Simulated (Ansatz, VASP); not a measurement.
## BP in VASP and in Ansatz

```
B P
1.0
     0.00000    2.13947    2.13947
     2.13947    0.00000    2.13947
     2.13947    2.13947    0.00000
B P
1 1
Direct
  0.00000 0.00000 0.00000
  0.25000 0.25000 0.25000
```

Alike in both runs: task single point; functional PBE; k mesh 10 × 10 × 10; no spin polarisation.

```csv
,VASP,Ansatz
version,VASP 6.6.1,Ansatz 0.2.0
potentials or method,"VASP PAW PBE potentials, release 64 (B, P)","scalar-relativistic, plane waves, norm-conserving pseudopotentials"
plane-wave cutoff (eV),500,1116
occupations,"gaussian, width 0.01 eV",fixed
valence electrons in the cell,8,8
```

Ansatz gave:

| Quantity | Value |
| --- | --- |
| gap on the k mesh at the Fermi level (eV) | 0.97 |
| least direct gap on the mesh (eV) | 3.74 |

Problem. What did VASP give for the same quantities?

Solution. gap on the k mesh at the Fermi level (eV): 0.95; least direct gap on the mesh (eV): 3.74.
